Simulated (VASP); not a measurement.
Set up this calculation in VASP 6.6.1, as the native input.

```yaml
Task: single point
Functional: PBE
Potentials_or_basis: VASP PAW PBE potentials, release 64 (Mg)
Cutoff: 600 eV
k_mesh: 18 × 18 × 18
Occupations: gaussian, width 0.15 eV
Spin: no spin polarisation
Dipole_correction: no
Further_INCAR_settings: ALGO = Normal; EDIFF = 1e-06; NBANDS = 7
```

The structure of Mg lies in POSCAR:

```
Mg
1.0
   -1.7499000000      1.7499000000      1.9094500000
    1.7499000000     -1.7499000000      1.9094500000
    1.7499000000      1.7499000000     -1.9094500000
Mg
1
Direct
    0.0000000000      0.0000000000      0.0000000000
```

The input as run:

INCAR

```
SYSTEM = Mg
ALGO = Normal
EDIFF = 1E-6
ENCUT = 600
GGA = PE
GGA_COMPAT = .FALSE.
ISIF = 2
ISMEAR = 0
LASPH = .TRUE.
LCHARG = .TRUE.
LELF = .TRUE.
LREAL = .FALSE.
LVHAR = .TRUE.
LWAVE = .FALSE.
NBANDS = 7
NELM = 120
PREC = Accurate
SIGMA = 0.15
```

KPOINTS

```
k-points
0
G
  18 18 18
  0 0 0
```

Potentials or basis: VASP PAW PBE potentials, release 64 (Mg).

The run is started by

```bash
$ cat potpaw_PBE.64/Mg/POTCAR > POTCAR
$ mpirun -np 1 vasp_std > vasp.out
```

It gave:

The pressure is -0.8 GPa and the band gap on the k mesh is zero (bands 1 and 2 overlap by 3.71 eV).

Run time: 54 s on 1 thread of AMD EPYC 7R13 Processor (Zen 3) (shared host), peak memory 0.21 GiB.
